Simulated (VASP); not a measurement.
# Mo (I4/mmm) in VASP: a series of runs

Mo is run at these levels: PBE; tasks: single point.

Program: VASP 6.6.1. These are calculated values, not measurements. Logs are shortened: lines on timing, memory, paths and dates and some standing lists are left out, and cuts for length are marked.

### 1 The cell of the first run

It takes space group I4/mmm (No. 139, tetragonal). Conventional cell: a = 2.736 Å, b = 2.736 Å, c = 4.352 Å, α = 90.00°, β = 90.00°, γ = 90.00°. Mo (site symmetry 4/mmm) has 12 Mo at 2.74 to 2.91 Å within 3.6 Å.

### 2 Single point, PBE (strain -0.040 along x and y, +0.080 along z)

INCAR

```
SYSTEM = Mo
PREC = Accurate ; ENCUT = 520
EDIFF = 1E-7 ; ISMEAR = 0
SIGMA = 0.15 ; LREAL = .False.
LASPH = .True. ; NELM = 80
ALGO = Normal ; ISIF = 2
LWAVE = .False. ; LCHARG = .False.
GGA = PE ; NBANDS = 13
```

KPOINTS

```
Automatic mesh
0
Gamma
  20 20 20
  0 0 0
```

POSCAR

```
Mo
1.0
    0.0000000000      1.9344000000      2.1762000000
    1.9344000000      0.0000000000      2.1762000000
    1.9344000000      1.9344000000      0.0000000000
Mo
1
Direct
    0.0000000000      0.0000000000      0.0000000000
```

Potentials or basis: VASP PAW PBE potentials, release 64 (Mo_sv).

On the command line:

```
> cat potpaw_PBE.64/Mo_sv/POTCAR > POTCAR
> mpirun -np 1 vasp_std > vasp.out
```

OUTCAR:

```text
SYSTEM = Mo
   PREC = Accurate
   ENCUT = 520
   EDIFF = 1E-7
   ISMEAR = 0
   LREAL = .False.
   LASPH = .True.
   NELM = 80
   ISIF = 2
   GGA = PE

 ion  position               nearest neighbor table
   1  0.000  0.000  0.000-

  LATTYP: Found a body centered tetragonal cell.
 ALAT       =     2.7356547151
 C/A-ratio  =     1.5909902577

  Lattice vectors:

 A1 = (  -1.9344000000,   0.0000000000,   2.1762000000)
 A2 = (   1.9344000000,   0.0000000000,   2.1762000000)
 A3 = (   0.0000000000,   1.9344000000,  -2.1762000000)

Analysis of symmetry for initial positions (statically):
=====================================================================
 Subroutine PRICEL returns:
 Original cell was already a primitive cell.

 Routine SETGRP: Setting up the symmetry group for a
 body centered tetragonal supercell.

 Subroutine GETGRP returns: Found 16 space group operations
 (whereof 16 operations were pure point group operations)
 out of a pool of 16 trial point group operations.

The static configuration has the point symmetry D_4h.

Analysis of symmetry for dynamics (positions and initial velocities):
=====================================================================
 Subroutine PRICEL returns:
 Original cell was already a primitive cell.

 Routine SETGRP: Setting up the symmetry group for a
 body centered tetragonal supercell.

 Subroutine GETGRP returns: Found 16 space group operations
 (whereof 16 operations were pure point group operations)
 out of a pool of 16 trial point group operations.

The dynamic configuration has the point symmetry D_4h.

 Subroutine INISYM returns: Found 16 space group operations
 (whereof 16 operations are pure point group operations),
 and found     1 'primitive' translations

----------------------------------------------------------------------------------------

                                     Primitive cell

  volume of cell :      16.2863

  direct lattice vectors                    reciprocal lattice vectors
     0.000000000  1.934400000  2.176200000    -0.258478081  0.258478081  0.229758294
     1.934400000  0.000000000  2.176200000     0.258478081 -0.258478081  0.229758294
     1.934400000  1.934400000  0.000000000     0.258478081  0.258478081 -0.229758294

  length of vectors
     2.911657569  2.911657569  2.735654715     0.431753067  0.431753067  0.431753067

  position of ions in fractional coordinates (direct lattice)
     0.000000000  0.000000000  0.000000000

  ion indices of the primitive-cell ions
   primitive index   ion index
                 1           1

----------------------------------------------------------------------------------------

 KPOINTS: Automatic mesh

Automatic generation of k-mesh.
 Grid dimensions read from file:
 generate k-points for:   20   20   20

 Generating k-lattice:

  Cartesian coordinates                     Fractional coordinates (reciprocal lattice)
    -0.012923904  0.012923904  0.011487915     0.050000000  0.000000000  0.000000000
     0.012923904 -0.012923904  0.011487915     0.000000000  0.050000000  0.000000000
     0.012923904  0.012923904 -0.011487915    -0.000000000 -0.000000000  0.050000000

  Length of vectors
     0.021587653  0.021587653  0.021587653

  Shift w.r.t. Gamma in fractional coordinates (k-lattice)
     0.000000000  0.000000000  0.000000000

 Subroutine IBZKPT returns following result:
 ===========================================

 Found    641 irreducible k-points:

 Following reciprocal coordinates:
            Coordinates               Weight
  0.000000  0.000000  0.000000      1.000000
  0.050000  0.000000  0.000000      8.000000
  0.100000  0.000000  0.000000      8.000000
  0.150000 -0.000000  0.000000      8.000000
  0.200000  0.000000  0.000000      8.000000
  0.250000  0.000000  0.000000      8.000000
[... 16 lines left out ...]
 -0.400000  0.050000  0.000000      8.000000
 -0.350000  0.050000  0.000000      8.000000
 [... further k-points ...]
   k-points           NKPTS =    641   k-points in BZ     NKDIM =    641   number of bands    NBANDS=     13
   number of dos      NEDOS =    301   number of ions     NIONS =      1
   total plane-waves  NPLWV =  11520
   dimension x,y,z NGX =    24 NGY =   24 NGZ =   20
   dimension x,y,z NGXF=    48 NGYF=   48 NGZF=   40
   ions per type =               1
   NGX,Y,Z   is equivalent  to a cutoff of  13.70, 13.70, 12.15 a.u.
   NGXF,Y,Z  is equivalent  to a cutoff of  27.41, 27.41, 24.31 a.u.
 SYSTEM =  Mo
   PREC   = accura    normal or accurate (medium, high low for compatibility)
   ISTART =      0    job   : 0-new  1-cont  2-samecut
   ICHARG =      2    charge: 1-file 2-atom 10-const
   ISPIN  =      1    spin polarized calculation?
   LNONCOLLINEAR =      F non collinear calculations
   LSORBIT =      F    spin-orbit coupling
   LASPH  =      T    aspherical Exc in radial PAW
   ENCUT  =  520.0 eV  38.22 Ry    6.18 a.u.   5.41  5.41  5.09*2*pi/ulx,y,z
   NELM   =     80;   NELMIN=  2; NELMDL= -5     # of ELM steps
   EDIFF  = 0.1E-06   stopping-criterion for ELM
   LREAL  =      F    real-space projection
   EDIFFG = 0.1E-05   stopping-criterion for IOM
   NSW    =      0    number of steps for IOM
   IBRION =     -1    ionic relax: 0-MD 1-quasi-New 2-CG
   NFREE  =      0    steps in history (QN), initial steepest desc. (CG)
   ISIF   =      2    stress and relaxation
   ISYM   =      2    0-nonsym 1-usesym 2-fastsym
   POTIM  = 0.5000    time-step for ionic-motion
   TEBEG  =    0.0;   TEEND  =   0.0 temperature during run
   PSTRESS=    0.0 pullay stress
   NELECT =      14.0000    total number of electrons
   NUPDOWN=      -1.0000    fix difference up-down
   EMIN   =  10.00;   EMAX   =-10.00  energy-range for DOS
   EFERMI =   0.00;   METHOD = LEGACY
   ISMEAR =     0;   SIGMA  =   0.15  broadening in eV -4-tet -1-fermi 0-gaus
   EFERMI_NEDOS =   21; number of points for ismear=-14 and -15
   IALGO  =     38    algorithm
   IMIX   =      4    mixing-type and parameters
     AMIX     =   0.40;   BMIX     =  1.00
     AMIX_MAG =   1.60;   BMIX_MAG =  1.00
  volume/ion in A,a.u.               =      16.29       109.91
  Fermi-wavevector in a.u.,A,eV,Ry     =   1.556600  2.941548 32.966969  2.423004
  Thomas-Fermi vector in A             =   2.660372
   LORBIT       =      0    0 simple, 1 ext, 2 COOP (PROOUT), +10 PAW based schemes
   GGA     = PE    functional components
   LHFCALC =     F    Hartree Fock is set to
   AEXX    =    0.0000 exact exchange contribution
   IVDW    =     0    specifies the selected vdW correction
   LEPSILON=     F    determine dielectric tensor
   LRPA    =     F    only Hartree local field effects (RPA)
 non-spin polarized calculation
 Gauss-broadening in eV      SIGMA  =   0.15
  energy-cutoff  :      520.00
  volume of cell :       16.29
 maximum number of plane-waves:       451
 NGX is ok and might be reduce to    24
   NGX = 11   NGY = 11   NGZ = 11

 number of electron      13.9999999 magnetization

 Free energy of the ion-electron system (eV)
  ---------------------------------------------------
  ext. energy  EPLUGINS =         0.00000000
  ---------------------------------------------------
  free energy    TOTEN  =       -10.57207678 eV

  energy without entropy =      -10.55811734  energy(sigma->0) =      -10.56509706

 E-fermi :  11.7342     XC(G=0): -13.1453

 val. band max:       11.7320040858   @ k =  -0.1000   0.3500   0.2500
 cond. band min:      11.7386800871   @ k =   0.3000   0.0500   0.2500
 fundamental gap:      0.0066760013
 Fermi energy:        11.7342181872

 k-point     1 :       0.0000    0.0000    0.0000
  band No.  band energies     occupation
      1     -49.2344      2.00000
      2     -22.6878      2.00000
      3     -22.5525      2.00000
      4     -22.5525      2.00000
      5       4.8571      2.00000
      6       9.9187      2.00000
      7      11.4064      1.99800
      8      11.4064      1.99800
      9      12.3026      0.00000
     10      14.3731      0.00000
     11      24.8327      0.00000
     12      27.5920      0.00000
     13      31.1043      0.00000

 k-point     2 :       0.0500    0.0000    0.0000
  band No.  band energies     occupation
      1     -49.2293      2.00000
      2     -22.6999      2.00000
      3     -22.5796      2.00000
      4     -22.5541      2.00000
      5       4.9584      2.00000
      6       9.9489      2.00000
      7      11.3436      1.99977
      8      11.4515      1.99232
      9      12.2937      0.00000
     10      14.3141      0.00000
     11      25.0244      0.00000
     12      27.6711      0.00000
     13      30.6532      0.00000

 k-point     3 :       0.1000    0.0000    0.0000
  band No.  band energies     occupation
      1     -49.2142      2.00000
      2     -22.7501      2.00000
      3     -22.6423      2.00000
      4     -22.5587      2.00000
      5       5.2511      2.00000
      6      10.0193      2.00000
      7      11.1706      2.00000
      8      11.5781      1.85894
      9      12.3061      0.00000
     10      14.1568      0.00000
     11      25.5474      0.00000
     12      27.7374      0.00000
     13      30.0070      0.00000
[... 305 lines left out ...]
 k-point    23 :      -0.4000    0.0500    0.0000
  band No.  band energies     occupation
      1     -49.0285      2.00000
      2     -23.7833      2.00000
      3     -22.9047      2.00000
      4     -22.6075      2.00000
      5       7.1249      2.00000
      6      10.0401      2.00000
      7      11.5464      1.92346
      8      12.1488      0.00009
      9      14.7000      0.00000
     10      15.8389      0.00000
     11      22.9272      0.00000
     12      24.9358      0.00000
     13      30.4618      0.00000

 k-point    24 :      -0.3500    0.0500    0.0000
  band No.  band energies     occupation
      1     -49.0484      2.00000
      2     -23.6764      2.00000
      3     -22.8825      2.00000
      4     -22.5972      2.00000
      5       7.1776      2.00000
      6      10.1556      2.00000
      7      11.4158      1.99732
      8      11.6738      1.43124
      9      14.3090      0.00000
     10      15.2898      0.00000
     11      23.5092      0.00000
     12      25.8969      0.00000
     13      31.4596      0.00000

 [... further k-points ...]

------------------------ aborting loop because EDIFF is reached ----------------------------------------

  FORCE on cell =-STRESS in cart. coord.  units (eV):
  Direction    XX          YY          ZZ          XY          YZ          ZX
  --------------------------------------------------------------------------------------
  -------------------------------------------------------------------------------------
  Total       -0.5849936     -0.5849936      0.3115321      0.0000000     -0.0000000      0.0000000
  in kB      -57.5493362    -57.5493362     30.6472858      0.0000000     -0.0000000      0.0000000
  external PRESSURE =     -28.1504622 kB  Pullay stress =       0.0000000 kB

 VOLUME and BASIS-vectors are now :
 -----------------------------------------------------------------------------
  energy-cutoff  :      520.00
  volume of cell :       16.29
      direct lattice vectors                 reciprocal lattice vectors
     0.000000000  1.934400000  2.176200000    -0.258478081  0.258478081  0.229758294
     1.934400000  0.000000000  2.176200000     0.258478081 -0.258478081  0.229758294
     1.934400000  1.934400000  0.000000000     0.258478081  0.258478081 -0.229758294

 POSITION                                       TOTAL-FORCE (eV/Angst)
 -----------------------------------------------------------------------------------
      0.00000      0.00000      0.00000         0.000000     -0.000000      0.000000
 -----------------------------------------------------------------------------------
    total drift:                                0.000000      0.000000     -0.000000

  FREE ENERGIE OF THE ION-ELECTRON SYSTEM (eV)
  ---------------------------------------------------
  free  energy   TOTEN  =       -10.5720767840 eV

  energy  without entropy=      -10.5581173383  energy(sigma->0) =      -10.56509706
```

It took 2.2 min on 1 thread of Intel Xeon 8259CL, shared host; peak memory 0.24 GiB.

Results:

```
Free energy            : -10.5721 eV
Pressure               : -2.8 GPa
Band gap on the k mesh : zero (bands 7 and 8 overlap by 3.99 eV)
```

Levels at points of the mesh, in eV from the Fermi level:
```csv
k point,band 5,band 6,band 7,band 8,band 9,band 10
"(0.00, 0.00, 0.00)",-6.88,-1.82,-0.33,-0.33,0.57,2.64
"(0.50, 0.00, 0.00)",-4.74,-1.75,-0.31,1.34,3.36,3.99
"(0.50, 0.50, 0.00)",-4.98,-4.27,2.28,3.86,4.16,4.16
"(0.50, 0.00, 0.50)",-5.08,-4.36,3.41,3.43,4.52,5.07
```

Caveat: the cell differs from its parent crystal (strain -0.040 along x and y, +0.080 along z); the stress differs along the axes, from -6 to 3 GPa.

### 3 Single point, PBE (strain +0.040 along x and y, -0.080 along z)

INCAR

```
PREC     = Accurate       # precision mode
ENCUT    = 520            # plane-wave cutoff, eV
EDIFF    = 1E-7           # SCF threshold, eV
ISMEAR   = 0              # smearing method
SIGMA    = 0.15           # smearing width, eV
LREAL    = F              # projectors in reciprocal space
LASPH    = T              # aspherical terms in the spheres
NELM     = 80             # most SCF steps
ALGO     = Normal         # electronic algorithm
ISIF     = 2              # what is computed and relaxed
LWAVE    = F              # write WAVECAR
LCHARG   = T              # write CHGCAR
GGA      = PE             # functional
LELF     = T              # ELF
LVHAR    = T            
NBANDS   = 13             # bands
```

KPOINTS

```
Automatic mesh
0
Gamma
  20 20 20
```

POSCAR

```
Mo
1.0
    0.0000000000      2.0956000000      1.8538000000
    2.0956000000      0.0000000000      1.8538000000
    2.0956000000      2.0956000000      0.0000000000
Mo
1
Direct
    0.0000000000      0.0000000000      0.0000000000
```

Potentials or basis: VASP PAW PBE potentials, release 64 (Mo_sv).

On the command line:

```
> cat potpaw_PBE.64/Mo_sv/POTCAR > POTCAR
> mpirun -np 1 vasp_std > vasp.out
```

It took 2.5 min on 1 thread of Intel Xeon 8259CL, shared host; peak memory 0.25 GiB.

It converged, with:

* Free energy: -10.6162 eV
* Pressure: -3.4 GPa
* Band gap on the k mesh: zero (bands 7 and 8 overlap by 4.46 eV)

Stress tensor (GPa, compression positive):
```
  4.03   0.00   0.00
  0.00   4.03   0.00
  0.00   0.00 -18.17
```

Levels at points of the mesh, in eV from the Fermi level:
```csv
k point,band 3,band 4,band 5,band 6,band 7,band 8,band 9,band 10,band 11,band 12
"(0.00, 0.00, 0.00)",-34.40,-34.36,-6.91,-1.29,-1.29,0.04,0.66,2.35,13.10,16.76
"(0.50, 0.00, 0.00)",-34.66,-34.44,-4.79,-1.90,-0.20,1.31,3.17,4.11,10.70,12.44
"(0.50, 0.50, 0.00)",-35.00,-35.00,-5.11,-4.61,3.61,4.23,4.23,5.39,10.94,10.94
"(0.50, 0.00, 0.50)",-34.84,-34.63,-5.04,-4.21,2.92,3.40,3.51,4.72,11.87,12.82
```

Caveat: the cell differs from its parent crystal (strain +0.040 along x and y, -0.080 along z); the stress differs along the axes, from -18 to 4 GPa.
